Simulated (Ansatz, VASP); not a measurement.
**BaTe in VASP and in Ansatz**

INCAR

```
PREC = Accurate ; ENCUT = 520
EDIFF = 1E-6 ; ISMEAR = -1
SIGMA = 0.05 ; LREAL = F
LASPH = T ; NELM = 80
ALGO = Normal ; ISIF = 2
LWAVE = F ; LCHARG = F
GGA = PS ; NBANDS = 15
```

File KPOINTS:

```
regular mesh
0
Gamma
  5 5 5
```

File POSCAR:

```
BaTe
1.0
    0.0000000000      3.4100000000      3.4100000000
    3.4100000000      0.0000000000      3.4100000000
    3.4100000000      3.4100000000      0.0000000000
Ba Te
1 1
Direct
    0.0000000000      0.0000000000      0.0000000000
    0.5000000000      0.5000000000      0.5000000000
```

input.yaml

```yaml
crystal:
  lattice:
    - [0.0, 3.41, 3.41]
    - [3.41, 0.0, 3.41]
    - [3.41, 3.41, 0.0]
  atoms:
    - { symbol: Ba, position: [0.0, 0.0, 0.0] }
    - { symbol: Te, position: [0.5, 0.5, 0.5] }
kpoints:
  mp_grid: { grid: [5, 5, 5] }
  band_path:
    path:
      - [0.0, 0.0, 0.0]
      - [0.5, 0.0, 0.5]
      - [0.5, 0.25, 0.75]
      - [0.375, 0.375, 0.75]
      - [0.0, 0.0, 0.0]
      - [0.5, 0.5, 0.5]
      - [0.625, 0.25, 0.625]
      - [0.5, 0.25, 0.75]
    npoints: 10
scf:
  occupations: { method: fermi_dirac, width: 0.05 }
hamiltonian:
  xc: pbesol
  pseudopotentials: { kind: all_electron, lapw: { basis_error: 0.001 } }
output:
  forces: true
  stress: true
  eigenvalues: true
```

Alike in both runs: functional PBEsol; k mesh 5 × 5 × 5; occupations fermi-dirac, width 0.05 eV; no spin polarisation.

```csv
,VASP,Ansatz
version,VASP 6.6.1,Ansatz 0.2.0
potentials or method,"VASP PAW PBE potentials, release 64 (Ba_sv, Te), cutoff 520 eV","all-electron LAPW, scalar-relativistic"
task,single point,band structure
```

|  | VASP | Ansatz | Ansatz less VASP |
| --- | --- | --- | --- |
| gap on the k mesh at the Fermi level (eV) | 1.34 | 1.44 | +0.100 |
| least direct gap on the mesh (eV) | 1.73 | 1.79 | +0.061 |
| pressure (GPa) | 2.4 | 1.9 | -0.46 |

VASP's potentials were made for PBE, not for PBEsol. Ansatz ran all-electron here, and VASP with PAW potentials.

Neither program's run includes spin-orbit coupling.
